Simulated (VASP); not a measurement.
Here is a VASP 6.6.1 calculation.

File POSCAR:

```
C
1.0
    3.5700000000      0.0000000000      0.0000000000
    0.0000000000      3.5700000000      0.0000000000
    0.0000000000      0.0000000000      3.5700000000
C
7
Direct
    0.0003300000      0.4977400000      0.5024100000
    0.5025000000     -0.0010500000      0.4980600000
    0.4993400000      0.5014900000      0.0000000000
    0.2481400000      0.2504900000      0.2536500000
    0.2517300000      0.7479400000      0.7494300000
    0.7476200000      0.2492000000      0.7515200000
    0.7507700000      0.7507500000      0.2478200000
```

Contents of INCAR.step1:

```
  PREC = Accurate
  ENCUT = 520
  EDIFF = 1E-5
  ISMEAR = 0
  SIGMA = 0.01
  LREAL = F
  LASPH = T
  NELM = 120
  ALGO = Normal
  ISIF = 2
  LWAVE = T
  NBANDS = 23
  GGA = PE
  GGA_COMPAT = F
```

Contents of INCAR.step2:

```
  PREC = Accurate
  ENCUT = 520
  EDIFF = 1E-6
  ISMEAR = 0
  SIGMA = 0.01
  LREAL = F
  LASPH = T
  NELM = 120
  ALGO = Normal
  ISIF = 2
  LWAVE = F
  LCHARG = T
  GGA = PE
  LHFCALC = T
  AEXX = 0.25
  PRECFOCK = Normal
  LELF = T
  LVHAR = T
  NBANDS = 23
  ISTART = 1
  GGA_COMPAT = F
```

The input KPOINTS:

```
regular mesh
0
Gamma
  1 1 1
```

Potentials or basis: VASP PAW PBE potentials, release 64 (C).

Launch:

```console
$ cat potpaw_PBE.64/C/POTCAR > POTCAR
$ cp INCAR.step1 INCAR
$ mpirun -np 1 vasp_gam > vasp.out
$ cp INCAR.step2 INCAR
$ mpirun -np 1 vasp_gam > vasp.out
```

Problem. Estimate the pressure.

Solution. -0.7 GPa.

Problem. Predict the largest force.

Solution. 6.719 eV/Å.

Stress tensor (GPa, compression positive):
```
-22.60  -0.84  -1.04
 -0.84 -22.83   4.32
 -1.04   4.32  43.23
```

Caveat: the k points lie up to 1.76 Å⁻¹ apart; the PAW data sets were made with another functional, which shifts forces and pressure a little.
